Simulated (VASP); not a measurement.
# Sn (I4_1/amd) in VASP: settings compared

The runs below take Sn through single point, with RPBE, revPBE.

Everything below comes from runs of VASP 6.6.1. Logs are shortened: lines on timing, memory, paths and dates and some standing lists are left out, and cuts for length are marked.

### Step 1. The cell of the first run

It takes space group I4_1/amd (No. 141, tetragonal). Conventional cell: a = 5.880 Å, b = 5.880 Å, c = 3.199 Å, α = 90.00°, β = 90.00°, γ = 90.00°. Sn (site symmetry -4m2) has 10 Sn at 3.05 to 3.79 Å within 4.0 Å.

### Step 2. Single point, RPBE

INCAR

```
PREC = Accurate
ENCUT = 520
EDIFF = 1E-6
ISMEAR = 0
SIGMA = 0.1
LREAL = False
LASPH = True
NELM = 60
ALGO = Normal
ISIF = 2
LWAVE = False
LCHARG = True
GGA = RP
LELF = True
LVHAR = True
NBANDS = 21
```

KPOINTS

```
regular mesh
0
Gamma
  9 9 9
```

POSCAR

```
Sn
1.0
   -2.9401404553      2.9401404553      1.5993019889
    2.9401404553     -2.9401404553      1.5993019889
    2.9401404553      2.9401404553     -1.5993019889
Sn
2
Direct
    0.0000000000      0.0000000000      0.0000000000
    0.7500000000      0.2500000000      0.5000000000
```

Potentials or basis: VASP PAW PBE potentials, release 64 (Sn_d).

Started as:

```bash
> cat potpaw_PBE.64/Sn_d/POTCAR > POTCAR
> mpirun -np 1 vasp_std > vasp.out
```

OUTCAR:

```text
PREC = Accurate
   ENCUT = 520
   EDIFF = 1E-6
   ISMEAR = 0
   LREAL = False
   LASPH = True
   NELM = 60
   ISIF = 2
   GGA = RP

 ion  position               nearest neighbor table
   1  0.000  0.000  0.000-   2 3.05   2 3.05   2 3.05   2 3.05
   2  0.750  0.250  0.500-   1 3.05   1 3.05   1 3.05   1 3.05

  LATTYP: Found a body centered tetragonal cell.
 ALAT       =     5.8802809106
 C/A-ratio  =     0.5439542815

  Lattice vectors:

 A1 = (  -2.9401404553,   2.9401404553,   1.5993019889)
 A2 = (   2.9401404553,  -2.9401404553,   1.5993019889)
 A3 = (   2.9401404553,   2.9401404553,  -1.5993019889)

Analysis of symmetry for initial positions (statically):
=====================================================================
 Subroutine PRICEL returns:
 Original cell was already a primitive cell.

 Routine SETGRP: Setting up the symmetry group for a
 body centered tetragonal supercell.

 Subroutine GETGRP returns: Found 16 space group operations
 (whereof  8 operations were pure point group operations)
 out of a pool of 16 trial point group operations.

The static configuration has the point symmetry D_2d.
 The point group associated with its full space group is D_4h.

Analysis of symmetry for dynamics (positions and initial velocities):
=====================================================================
 Subroutine PRICEL returns:
 Original cell was already a primitive cell.

 Routine SETGRP: Setting up the symmetry group for a
 body centered tetragonal supercell.

 Subroutine GETGRP returns: Found 16 space group operations
 (whereof  8 operations were pure point group operations)
 out of a pool of 16 trial point group operations.

The dynamic configuration has the point symmetry D_2d.
 The point group associated with its full space group is D_4h.

 Subroutine INISYM returns: Found 16 space group operations
 (whereof  8 operations are pure point group operations),
 and found     1 'primitive' translations

----------------------------------------------------------------------------------------

                                     Primitive cell

  volume of cell :      55.3002

  direct lattice vectors                    reciprocal lattice vectors
    -2.940140455  2.940140455  1.599301989     0.000000000  0.170059903  0.312636390
     2.940140455 -2.940140455  1.599301989     0.170059903  0.000000000  0.312636390
     2.940140455  2.940140455 -1.599301989     0.170059903  0.170059903  0.000000000

  length of vectors
     4.454954393  4.454954393  4.454954393     0.355895888  0.355895888  0.240501021

  position of ions in fractional coordinates (direct lattice)
     0.000000000  0.000000000  0.000000000
     0.750000000  0.250000000  0.500000000

  ion indices of the primitive-cell ions
   primitive index   ion index
                 1           1
                 2           2

----------------------------------------------------------------------------------------

 KPOINTS: regular mesh

Automatic generation of k-mesh.
 Grid dimensions read from file:
 generate k-points for:    9    9    9

 Generating k-lattice:

  Cartesian coordinates                     Fractional coordinates (reciprocal lattice)
     0.000000000  0.018895545  0.034737377     0.111111111 -0.000000000  0.000000000
     0.018895545  0.000000000  0.034737377    -0.000000000  0.111111111  0.000000000
     0.018895545  0.018895545  0.000000000     0.000000000  0.000000000  0.111111111

  Length of vectors
     0.039543988  0.039543988  0.026722336

  Shift w.r.t. Gamma in fractional coordinates (k-lattice)
     0.000000000  0.000000000  0.000000000

 Subroutine IBZKPT returns following result:
 ===========================================

 Found     75 irreducible k-points:

 Following reciprocal coordinates:
            Coordinates               Weight
  0.000000  0.000000  0.000000      1.000000
  0.111111 -0.000000  0.000000      8.000000
  0.222222 -0.000000  0.000000      8.000000
  0.333333 -0.000000  0.000000      8.000000
  0.444444 -0.000000  0.000000      8.000000
  0.111111  0.111111  0.000000      8.000000
[... 16 lines left out ...]
 -0.333333  0.333333  0.000000      4.000000
  0.444444  0.444444 -0.000000      8.000000
 [... further k-points ...]
   k-points           NKPTS =     75   k-points in BZ     NKDIM =     75   number of bands    NBANDS=     21
   number of dos      NEDOS =    301   number of ions     NIONS =      2
   total plane-waves  NPLWV =  46656
   dimension x,y,z NGX =    36 NGY =   36 NGZ =   36
   dimension x,y,z NGXF=    72 NGYF=   72 NGZF=   72
   ions per type =               2
   NGX,Y,Z   is equivalent  to a cutoff of  13.43, 13.43, 13.43 a.u.
   NGXF,Y,Z  is equivalent  to a cutoff of  26.87, 26.87, 26.87 a.u.
 SYSTEM =  unknown system
   PREC   = accura    normal or accurate (medium, high low for compatibility)
   ISTART =      0    job   : 0-new  1-cont  2-samecut
   ICHARG =      2    charge: 1-file 2-atom 10-const
   ISPIN  =      1    spin polarized calculation?
   LNONCOLLINEAR =      F non collinear calculations
   LSORBIT =      F    spin-orbit coupling
   LASPH  =      T    aspherical Exc in radial PAW
   ENCUT  =  520.0 eV  38.22 Ry    6.18 a.u.   8.28  8.28  8.28*2*pi/ulx,y,z
   NELM   =     60;   NELMIN=  2; NELMDL= -5     # of ELM steps
   EDIFF  = 0.1E-05   stopping-criterion for ELM
   LREAL  =      F    real-space projection
   EDIFFG = 0.1E-04   stopping-criterion for IOM
   NSW    =      0    number of steps for IOM
   IBRION =     -1    ionic relax: 0-MD 1-quasi-New 2-CG
   NFREE  =      0    steps in history (QN), initial steepest desc. (CG)
   ISIF   =      2    stress and relaxation
   ISYM   =      2    0-nonsym 1-usesym 2-fastsym
   POTIM  = 0.5000    time-step for ionic-motion
   TEBEG  =    0.0;   TEEND  =   0.0 temperature during run
   PSTRESS=    0.0 pullay stress
   NELECT =      28.0000    total number of electrons
   NUPDOWN=      -1.0000    fix difference up-down
   EMIN   =  10.00;   EMAX   =-10.00  energy-range for DOS
   EFERMI =   0.00;   METHOD = LEGACY
   ISMEAR =     0;   SIGMA  =   0.10  broadening in eV -4-tet -1-fermi 0-gaus
   EFERMI_NEDOS =   21; number of points for ismear=-14 and -15
   IALGO  =     38    algorithm
   IMIX   =      4    mixing-type and parameters
     AMIX     =   0.40;   BMIX     =  1.00
     AMIX_MAG =   1.60;   BMIX_MAG =  1.00
  volume/ion in A,a.u.               =      27.65       186.59
  Fermi-wavevector in a.u.,A,eV,Ry     =   1.304824  2.465760 23.164816  1.702566
  Thomas-Fermi vector in A             =   2.435734
   LORBIT       =      0    0 simple, 1 ext, 2 COOP (PROOUT), +10 PAW based schemes
   GGA     = RP    functional components
   LHFCALC =     F    Hartree Fock is set to
   AEXX    =    0.0000 exact exchange contribution
   IVDW    =     0    specifies the selected vdW correction
   LEPSILON=     F    determine dielectric tensor
   LRPA    =     F    only Hartree local field effects (RPA)
 non-spin polarized calculation
 Gauss-broadening in eV      SIGMA  =   0.10
  energy-cutoff  :      520.00
  volume of cell :       55.30
 maximum number of plane-waves:      1507
 NGX is ok and might be reduce to    36
   NGX = 17   NGY = 17   NGZ = 17

 number of electron      27.9999989 magnetization

 Free energy of the ion-electron system (eV)
  ---------------------------------------------------
  ext. energy  EPLUGINS =         0.00000000
  ---------------------------------------------------
  free energy    TOTEN  =        -6.84033416 eV

  energy without entropy =       -6.83537968  energy(sigma->0) =       -6.83785692

 E-fermi :   7.8835     XC(G=0): -10.1351

 val. band max:        7.8750727713   @ k =  -0.2222   0.4444   0.2222
 cond. band min:       7.8924304727   @ k =  -0.2222  -0.2222   0.1111
 fundamental gap:      0.0173577014
 Fermi energy:         7.8834813306

 k-point     1 :       0.0000    0.0000    0.0000
  band No.  band energies     occupation
      1     -13.8340      2.00000
      2     -13.7590      2.00000
      3     -13.7156      2.00000
      4     -13.7068      2.00000
      5     -13.5666      2.00000
      6     -13.5666      2.00000
[... 13 lines left out ...]
     20      17.5734      0.00000
     21      18.2475      0.00000

 k-point     2 :       0.1111   -0.0000    0.0000
  band No.  band energies     occupation
      1     -13.8268      2.00000
      2     -13.7362      2.00000
      3     -13.7075      2.00000
      4     -13.6806      2.00000
      5     -13.5818      2.00000
      6     -13.5780      2.00000
[... 13 lines left out ...]
     20      16.7095      0.00000
     21      16.8037      0.00000

 k-point     3 :       0.2222   -0.0000    0.0000
  band No.  band energies     occupation
      1     -13.8065      2.00000
      2     -13.6870      2.00000
      3     -13.6869      2.00000
      4     -13.6402      2.00000
      5     -13.6114      2.00000
      6     -13.5764      2.00000
[... 13 lines left out ...]
     20      15.2491      0.00000
     21      16.2627      0.00000

 k-point     4 :       0.3333   -0.0000    0.0000
  band No.  band energies     occupation
      1     -13.7833      2.00000
      2     -13.6721      2.00000
      3     -13.6637      2.00000
      4     -13.6534      2.00000
      5     -13.6299      2.00000
      6     -13.5967      2.00000
[... 13 lines left out ...]
     20      14.4444      0.00000
     21      17.2234      0.00000

 k-point     5 :       0.4444   -0.0000    0.0000
  band No.  band energies     occupation
      1     -13.7668      2.00000
      2     -13.6922      2.00000
      3     -13.6807      2.00000
      4     -13.6473      2.00000
      5     -13.6188      2.00000
      6     -13.6112      2.00000
[... 13 lines left out ...]
     20      16.5998      0.00000
     21      17.9936      0.00000
[... 382 lines left out ...]
     20      18.0139      0.00000
     21      18.6647      0.00000

 k-point    22 :      -0.4444    0.3333   -0.0000
  band No.  band energies     occupation
      1     -13.7478      2.00000
      2     -13.7298      2.00000
      3     -13.7291      2.00000
      4     -13.6380      2.00000
      5     -13.6287      2.00000
      6     -13.5603      2.00000
[... 13 lines left out ...]
     20      18.7065      0.00000
     21      19.6115      0.00000

 k-point    23 :      -0.3333    0.3333    0.0000
  band No.  band energies     occupation
      1     -13.7661      2.00000
      2     -13.7545      2.00000
      3     -13.7433      2.00000
      4     -13.6513      2.00000
      5     -13.6129      2.00000
      6     -13.5501      2.00000
[... 13 lines left out ...]
     20      17.4795      0.00000
     21      17.5692      0.00000

 k-point    24 :       0.4444    0.4444   -0.0000
  band No.  band energies     occupation
      1     -13.7416      2.00000
      2     -13.7410      2.00000
      3     -13.6832      2.00000
      4     -13.6814      2.00000
      5     -13.5935      2.00000
      6     -13.5869      2.00000
[... 13 lines left out ...]
     20      18.5392      0.00000
     21      19.0154      0.00000

 [... further k-points ...]

------------------------ aborting loop because EDIFF is reached ----------------------------------------

  FORCE on cell =-STRESS in cart. coord.  units (eV):
  Direction    XX          YY          ZZ          XY          YZ          ZX
  --------------------------------------------------------------------------------------
  -------------------------------------------------------------------------------------
  Total        1.0136911      1.0136911      0.8687750      0.0000000      0.0000000      0.0000000
  in kB       29.3690286     29.3690286     25.1704683      0.0000000      0.0000000      0.0000000
  external PRESSURE =      27.9695085 kB  Pullay stress =       0.0000000 kB

 VOLUME and BASIS-vectors are now :
 -----------------------------------------------------------------------------
  energy-cutoff  :      520.00
  volume of cell :       55.30
      direct lattice vectors                 reciprocal lattice vectors
    -2.940140455  2.940140455  1.599301989     0.000000000  0.170059903  0.312636390
     2.940140455 -2.940140455  1.599301989     0.170059903  0.000000000  0.312636390
     2.940140455  2.940140455 -1.599301989     0.170059903  0.170059903  0.000000000

 POSITION                                       TOTAL-FORCE (eV/Angst)
 -----------------------------------------------------------------------------------
      0.00000      0.00000      0.00000         0.000000     -0.000000      0.000000
      0.00000      2.94014      0.79965        -0.000000      0.000000     -0.000000
 -----------------------------------------------------------------------------------
    total drift:                               -0.000000      0.000000     -0.000000

  FREE ENERGIE OF THE ION-ELECTRON SYSTEM (eV)
  ---------------------------------------------------
  free  energy   TOTEN  =        -6.8403341616 eV

  energy  without entropy=       -6.8353796823  energy(sigma->0) =       -6.83785692
```

It took 72 s on 1 thread of Intel Xeon Platinum 8259CL at 2.50GHz (Skylake/Cascade Lake), shared host; peak memory 0.24 GiB.

What came out:

* Free energy: -6.8403 eV
* Pressure: 2.8 GPa
* Band gap on the k mesh: zero (band 14 reaches 9.10 eV, above the bottom of band 15 at 5.12 eV)

Levels at points of the mesh, in eV from the Fermi level:
| k point | band 12 | band 13 | band 14 | band 15 | band 16 | band 17 |
| --- | --- | --- | --- | --- | --- | --- |
| (0.00, 0.00, 0.00) | -3.67 | -1.96 | -1.96 | 2.94 | 6.13 | 6.13 |

Caveat: the PAW data sets were made with another functional, which shifts forces and pressure a little; spin-orbit coupling is left out, which moves the levels of the heavy elements.

### Step 3. Single point, RPBE

INCAR

```
  PREC = Accurate
  ENCUT = 520
  EDIFF = 1E-7
  ISMEAR = -1
  SIGMA = 0.05
  LREAL = False
  LASPH = True
  NELM = 60
  ALGO = Normal
  ISIF = 2
  LWAVE = False
  LCHARG = False
  GGA = RP
  NBANDS = 21
```

KPOINTS

```
Automatic mesh
0
Gamma
  9 9 9
```

POSCAR is that of step 2.

Potentials or basis: VASP PAW PBE potentials, release 64 (Sn_d).

Started as:

```bash
> cat potpaw_PBE.64/Sn_d/POTCAR > POTCAR
> mpirun -np 1 vasp_std > vasp.out
```

It took 52 s on 1 thread of Intel Xeon Platinum 8488C (Sapphire Rapids), shared host; peak memory 0.24 GiB.

It converged, with:

```yaml
Free_energy: -6.8418 eV
Pressure: 2.8 GPa
Band_gap_on_the_k_mesh: zero (band 14 reaches 9.10 eV, above the bottom of band 15 at 5.12 eV)
```

Stress tensor (GPa, compression positive):
```
2.98 0.00 0.00
0.00 2.98 0.00
0.00 0.00 2.52
```

Levels at points of the mesh, in eV from the Fermi level:
| k point | band 12 | band 13 | band 14 | band 15 | band 16 | band 17 |
| --- | --- | --- | --- | --- | --- | --- |
| (0.00, 0.00, 0.00) | -3.67 | -1.95 | -1.95 | 2.95 | 6.13 | 6.13 |

Caveat: the PAW data sets were made with another functional, which shifts forces and pressure a little; spin-orbit coupling is left out, which moves the levels of the heavy elements.

### Step 4. Single point, revPBE

INCAR

```
ALGO = Fast ; EDIFF = 1E-6
ENCUT = 520 ; GGA = RE
ISIF = 2 ; ISMEAR = -1
LASPH = True ; LCHARG = False
LREAL = False ; LWAVE = False
NBANDS = 21 ; NELM = 100
PREC = Accurate ; SIGMA = 0.05
```

KPOINTS

```
k-points
0
Gamma
  9 9 9
```

POSCAR is that of step 3.

Started as:

```bash
> cat potpaw_PBE.64/Sn_d/POTCAR > POTCAR
> mpirun -np 1 vasp_std > vasp.out
```

Wall time 63 s (1 thread of Intel Xeon Platinum 8488C (Sapphire Rapids), shared host); peak memory 0.24 GiB.

Results (log left out):

| Property | Result |
| --- | --- |
| Free energy | -6.9687 eV |
| Pressure | 2.4 GPa |
| Band gap on the k mesh | zero (band 14 reaches 9.06 eV, above the bottom of band 15 at 5.09 eV) |

Stress tensor (GPa, compression positive):
```
2.59 0.00 0.00
0.00 2.59 0.00
0.00 0.00 2.14
```

Levels at points of the mesh, in eV from the Fermi level:
```tsv
k point	band 10	band 11	band 12	band 13	band 14	band 15	band 16	band 17	band 18	band 19
(0.00, 0.00, 0.00)	-21.23	-11.00	-3.68	-1.95	-1.95	2.96	6.13	6.13	6.75	6.86
```

Caveat: the PAW data sets were made with another functional, which shifts forces and pressure a little; spin-orbit coupling is left out, which moves the levels of the heavy elements.

(Continued in part 2 of 2.)
